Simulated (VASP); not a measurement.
# GaN (F-43m) in VASP: further runs

Runs on GaN. Level: r2SCAN. Tasks: single point, relaxation of cell and atoms.

All numbers are computed with VASP 6.6.1; they aren't measurements. Logs are shortened: lines on timing, memory, paths and dates and some standing lists are left out, and cuts for length are marked.

## (1) The cell of the first run

The structure is cubic, space group F-43m (No. 216). The conventional cell has a = 4.542 Å, b = 4.542 Å, c = 4.542 Å, α = 90.00°, β = 90.00°, γ = 90.00°. Within 2.6 Å of Ga (site symmetry -43m) lie 4 N at 1.97 Å. N (site symmetry -43m) has 4 Ga at 1.97 Å within 2.6 Å.

## (2) Single point, r2SCAN (volume scaled by 1.03)

POSCAR

```
GaN
1.0
    0.0000000000      2.2712049144      2.2712049144
    2.2712049144      0.0000000000      2.2712049144
    2.2712049144      2.2712049144      0.0000000000
Ga N
1 1
Direct
    0.0000000000      0.0000000000      0.0000000000
    0.7500000000      0.7500000000      0.7500000000
```

INCAR.step1

```
SYSTEM = GaN
PREC = Accurate
ENCUT = 520
ISMEAR = 0
SIGMA = 0.02
LREAL = .FALSE.
LASPH = .TRUE.
NELM = 100
NBANDS = 16
GGA = PE
ALGO = Normal
EDIFF = 1E-4
LWAVE = .TRUE.
LCHARG = .FALSE.
```

INCAR.step2

```
SYSTEM = GaN
PREC = Accurate
ENCUT = 520
EDIFF = 1E-7
ISMEAR = 0
SIGMA = 0.02
LREAL = .FALSE.
LASPH = .TRUE.
NELM = 100
ALGO = Normal
ISIF = 2
LWAVE = .FALSE.
LCHARG = .TRUE.
METAGGA = R2SCAN
LMIXTAU = .TRUE.
LELF = .TRUE.
LVHAR = .TRUE.
NBANDS = 16
ISTART = 1
```

KPOINTS

```
Automatic mesh
0
G
  10 10 10
  0 0 0
```

Potentials or basis: VASP PAW PBE potentials, release 64 (Ga_d, N).

Launch:

```bash
$ cat potpaw_PBE.64/Ga_d/POTCAR potpaw_PBE.64/N/POTCAR > POTCAR
$ cp INCAR.step1 INCAR
$ mpirun -np 1 vasp_std > vasp.out
$ cp INCAR.step2 INCAR
$ mpirun -np 1 vasp_std > vasp.out
```

OUTCAR:

```text
SYSTEM = GaN
   PREC = Accurate
   ENCUT = 520
   EDIFF = 1E-7
   ISMEAR = 0
   LREAL = .FALSE.
   LASPH = .TRUE.
   NELM = 100
   ISIF = 2
   METAGGA = R2SCAN
   ISTART = 1

 ion  position               nearest neighbor table
   1  0.000  0.000  0.000-   2 1.97   2 1.97   2 1.97   2 1.97
   2  0.750  0.750  0.750-   1 1.97   1 1.97   1 1.97   1 1.97

  LATTYP: Found a face centered cubic cell.
 ALAT       =     4.5424098288

  Lattice vectors:

 A1 = (   0.0000000000,   2.2712049144,   2.2712049144)
 A2 = (   2.2712049144,   0.0000000000,   2.2712049144)
 A3 = (   2.2712049144,   2.2712049144,   0.0000000000)

Analysis of symmetry for initial positions (statically):
=====================================================================
 Subroutine PRICEL returns:
 Original cell was already a primitive cell.

 Routine SETGRP: Setting up the symmetry group for a
 face centered cubic supercell.

 Subroutine GETGRP returns: Found 24 space group operations
 (whereof 24 operations were pure point group operations)
 out of a pool of 48 trial point group operations.

The static configuration has the point symmetry T_d .

Analysis of symmetry for dynamics (positions and initial velocities):
=====================================================================
 Subroutine PRICEL returns:
 Original cell was already a primitive cell.

 Routine SETGRP: Setting up the symmetry group for a
 face centered cubic supercell.

 Subroutine GETGRP returns: Found 24 space group operations
 (whereof 24 operations were pure point group operations)
 out of a pool of 48 trial point group operations.

The dynamic configuration has the point symmetry T_d .

 Subroutine INISYM returns: Found 24 space group operations
 (whereof 24 operations are pure point group operations),
 and found     1 'primitive' translations

----------------------------------------------------------------------------------------

                                     Primitive cell

  volume of cell :      23.4314

  direct lattice vectors                    reciprocal lattice vectors
     0.000000000  2.271204914  2.271204914    -0.220147463  0.220147463  0.220147463
     2.271204914  0.000000000  2.271204914     0.220147463 -0.220147463  0.220147463
     2.271204914  2.271204914  0.000000000     0.220147463  0.220147463 -0.220147463

  length of vectors
     3.211968793  3.211968793  3.211968793     0.381306591  0.381306591  0.381306591

  position of ions in fractional coordinates (direct lattice)
     0.000000000  0.000000000  0.000000000
     0.750000000  0.750000000  0.750000000
[... 73 lines left out ...]
   LSORBIT =      F    spin-orbit coupling
   LASPH  =      T    aspherical Exc in radial PAW
   ENCUT  =  520.0 eV  38.22 Ry    6.18 a.u.   5.97  5.97  5.97*2*pi/ulx,y,z
   NELM   =    100;   NELMIN=  2; NELMDL=  0     # of ELM steps
   EDIFF  = 0.1E-06   stopping-criterion for ELM
   LREAL  =      F    real-space projection
   EDIFFG = 0.1E-05   stopping-criterion for IOM
   NSW    =      0    number of steps for IOM
   IBRION =     -1    ionic relax: 0-MD 1-quasi-New 2-CG
   NFREE  =      0    steps in history (QN), initial steepest desc. (CG)
   ISIF   =      2    stress and relaxation
   ISYM   =      2    0-nonsym 1-usesym 2-fastsym
   POTIM  = 0.5000    time-step for ionic-motion
   TEBEG  =    0.0;   TEEND  =   0.0 temperature during run
   PSTRESS=    0.0 pullay stress
   NELECT =      18.0000    total number of electrons
   NUPDOWN=      -1.0000    fix difference up-down
   EMIN   =  10.00;   EMAX   =-10.00  energy-range for DOS
   EFERMI =   0.00;   METHOD = LEGACY
   ISMEAR =     0;   SIGMA  =   0.02  broadening in eV -4-tet -1-fermi 0-gaus
   EFERMI_NEDOS =   21; number of points for ismear=-14 and -15
   IALGO  =     38    algorithm
   IMIX   =      4    mixing-type and parameters
     AMIX     =   0.40;   BMIX     =  1.00
     AMIX_MAG =   1.60;   BMIX_MAG =  1.00
  volume/ion in A,a.u.               =      11.72        79.06
  Fermi-wavevector in a.u.,A,eV,Ry     =   1.499337  2.833337 30.586065  2.248012
  Thomas-Fermi vector in A             =   2.610980
   LORBIT       =      0    0 simple, 1 ext, 2 COOP (PROOUT), +10 PAW based schemes
   METAGGA = R2SCAN    functional components
   LHFCALC =     F    Hartree Fock is set to
   AEXX    =    0.0000 exact exchange contribution
   IVDW    =     0    specifies the selected vdW correction
   LEPSILON=     F    determine dielectric tensor
   LRPA    =     F    only Hartree local field effects (RPA)
 non-spin polarized calculation
 Gauss-broadening in eV      SIGMA  =   0.02
  energy-cutoff  :      520.00
  volume of cell :       23.43
 maximum number of plane-waves:       642
   NGX = 11   NGY = 11   NGZ = 11

 number of electron      17.9999987 magnetization

 Free energy of the ion-electron system (eV)
  ---------------------------------------------------
  ext. energy  EPLUGINS =         0.00000000
  ---------------------------------------------------
  free energy    TOTEN  =       -21.88946793 eV

  energy without entropy =      -21.88946793  energy(sigma->0) =      -21.88946793

 E-fermi :   4.8431     XC(G=0): -12.4971

 val. band max:        4.7647429383   @ k =   0.0000   0.0000   0.0000
 cond. band min:       6.7277008410   @ k =   0.0000   0.0000   0.0000
 fundamental gap:      1.9629579027
 Fermi energy:         4.8430743303

 k-point     1 :       0.0000    0.0000    0.0000
  band No.  band energies     occupation
      1     -11.7665      2.00000
      2      -9.0509      2.00000
      3      -9.0509      2.00000
      4      -9.0509      2.00000
      5      -8.7250      2.00000
      6      -8.7250      2.00000
[... 433 lines left out ...]
      3      -8.8318      2.00000
      4      -8.8284      2.00000
      5      -8.6672      2.00000
      6      -7.8788      2.00000
[... 8 lines left out ...]
     15      27.7215      0.00000
     16      27.8145      0.00000

 [... further k-points ...]
[... 5 lines left out ...]
  --------------------------------------------------------------------------------------
  -------------------------------------------------------------------------------------
  Total       -0.6488809     -0.6488809     -0.6488809      0.0000000      0.0000000      0.0000000
  in kB      -44.3686936    -44.3686936    -44.3686936      0.0000000      0.0000000      0.0000000
  external PRESSURE =     -44.3686936 kB  Pullay stress =       0.0000000 kB

 VOLUME and BASIS-vectors are now :
 -----------------------------------------------------------------------------
  energy-cutoff  :      520.00
  volume of cell :       23.43
      direct lattice vectors                 reciprocal lattice vectors
     0.000000000  2.271204914  2.271204914    -0.220147463  0.220147463  0.220147463
     2.271204914  0.000000000  2.271204914     0.220147463 -0.220147463  0.220147463
     2.271204914  2.271204914  0.000000000     0.220147463  0.220147463 -0.220147463

 POSITION                                       TOTAL-FORCE (eV/Angst)
 -----------------------------------------------------------------------------------
      0.00000      0.00000      0.00000        -0.000000      0.000000     -0.000000
      3.40681      3.40681      3.40681         0.000000     -0.000000      0.000000
 -----------------------------------------------------------------------------------
    total drift:                               -0.000012     -0.000012     -0.000012

  FREE ENERGIE OF THE ION-ELECTRON SYSTEM (eV)
  ---------------------------------------------------
  free  energy   TOTEN  =       -21.8894679298 eV

  energy  without entropy=      -21.8894679297  energy(sigma->0) =      -21.88946793
```

Run time: 52 s. Hardware: 1 thread of Intel Xeon Platinum 8488C (Sapphire Rapids), shared host; peak memory 0.15 GiB.

Results:

* Free energy: -21.8895 eV
* Pressure: -4.4 GPa
* Band gap on the k mesh: 1.96 eV, direct

Levels at points of the mesh, in eV from the valence-band top:
| k point | band 5 | band 6 | band 7 | band 8 | band 9 | band 10 | band 11 | band 12 | band 13 | band 14 |
| --- | --- | --- | --- | --- | --- | --- | --- | --- | --- | --- |
| (0.00, 0.00, 0.00) | -13.49 | -13.49 | 0.00 | 0.00 | 0.00 | 1.96 | 10.85 | 10.85 | 10.85 | 18.22 |
| (0.50, 0.00, 0.00) | -13.45 | -12.37 | -7.00 | -0.97 | -0.97 | 5.00 | 9.32 | 10.87 | 10.87 | 16.29 |
| (0.50, 0.50, 0.00) | -13.42 | -11.98 | -6.12 | -2.70 | -2.70 | 3.76 | 7.09 | 12.40 | 14.68 | 14.68 |

Caveat: the PAW data sets were made with another functional, which shifts forces and pressure a little.

[end of part 1 of 3]
